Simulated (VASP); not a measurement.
A run of VASP 6.6.1 is set up as follows.

Contents of POSCAR:

```
Os
1.0
    2.7393806299      0.0000000000      0.0000000000
   -1.3696903150      2.3723732161      0.0000000000
    0.0000000000      0.0000000000      4.3138179181
Os
2
Direct
    0.3333333333      0.6666666667      0.2500000000
    0.6666666667      0.3333333333      0.7500000000
```

INCAR.step1

```
SYSTEM = Os
ALGO     = Normal         ! electronic algorithm
EDIFF    = 1E-5           ! SCF threshold, eV
ENCUT    = 580            ! plane-wave cutoff, eV
GGA      = PE             ! functional
GGA_COMPAT= .False.      
ISIF     = 2              ! what is computed and relaxed
ISMEAR   = -1             ! smearing method
LASPH    = .True.         ! aspherical terms in the spheres
LREAL    = .False.        ! projectors in reciprocal space
LWAVE    = .True.         ! write WAVECAR
NBANDS   = 15             ! bands
NELM     = 120            ! most SCF steps
PREC     = Accurate       ! precision mode
SIGMA    = 0.1            ! smearing width, eV
```

Contents of INCAR.step2:

```
SYSTEM = Os
AEXX     = 0.1            ! exact-exchange fraction
ALGO     = Normal         ! electronic algorithm
EDIFF    = 1E-6           ! SCF threshold, eV
ENCUT    = 580            ! plane-wave cutoff, eV
GGA_COMPAT= .False.      
ISIF     = 2              ! what is computed and relaxed
ISMEAR   = -1             ! smearing method
ISTART   = 1            
LASPH    = .True.         ! aspherical terms in the spheres
LCHARG   = .True.         ! write CHGCAR
LELF     = .True.         ! ELF
LHFCALC  = .True.         ! exact exchange
LMIXTAU  = .True.       
LREAL    = .False.        ! projectors in reciprocal space
LVHAR    = .True.       
LWAVE    = .False.        ! write WAVECAR
METAGGA  = R2SCAN         ! meta-GGA
NBANDS   = 15             ! bands
NELM     = 120            ! most SCF steps
PREC     = Accurate       ! precision mode
PRECFOCK = Normal       
SIGMA    = 0.1            ! smearing width, eV
```

Contents of KPOINTS:

```
k-points
0
Gamma
  7 7 4
  0 0 0
```

Potentials or basis: VASP PAW PBE potentials, release 64 (Os).

Run with:

```bash
$ cat potpaw_PBE.64/Os/POTCAR > POTCAR
$ cp INCAR.step1 INCAR
$ mpirun -np 1 vasp_std > vasp.out
$ cp INCAR.step2 INCAR
$ mpirun -np 1 vasp_std > vasp.out
```

(1) What does it give for the band gap on the k mesh?

(2) Estimate the pressure.

## Answers

(1) zero (bands 8 and 9 overlap by 4.11 eV).

(2) -2.7 GPa.

Caveat: the k points lie up to 0.38 Å⁻¹ apart, too coarse for converged energies and pressures of a metal; the PAW data sets were made with another functional, which shifts forces and pressure a little; spin-orbit coupling is left out, which moves the levels of the heavy elements.
